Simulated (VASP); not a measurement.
A run of VASP 6.6.1 is set up as follows.

File INCAR:

```
SYSTEM = Ti
PREC = Accurate ; ENCUT = 600
EDIFF = 1E-7 ; ISMEAR = -1
SIGMA = 0.05 ; LREAL = .FALSE.
LASPH = .TRUE. ; NELM = 100
ALGO = Normal ; ISIF = 3
LWAVE = .FALSE. ; LCHARG = .FALSE.
GGA = RE ; IBRION = 2
NSW = 60 ; EDIFFG = -0.01
```

KPOINTS

```
regular mesh
0
G
  11 11 11
  0 0 0
```

The input POSCAR:

```
Ti
1.0
   -1.6410000000      1.6410000000      1.6410000000
    1.6410000000     -1.6410000000      1.6410000000
    1.6410000000      1.6410000000     -1.6410000000
Ti
1
Direct
    0.0000000000      0.0000000000      0.0000000000
```

Potentials or basis: VASP PAW PBE potentials, release 64 (Ti_sv).

Launch:

```console
$ cat potpaw_PBE.64/Ti_sv/POTCAR > POTCAR
$ mpirun -np 1 vasp_std > vasp.out
```

(1) Estimate the relaxed cell.

(2) Estimate the space group after relaxing (to 0.05 Å).

Results:

(1) a = 2.838 Å, b = 2.838 Å, c = 2.838 Å, α = 109.47°, β = 109.47°, γ = 109.47°.

(2) Im-3m (No. 229).
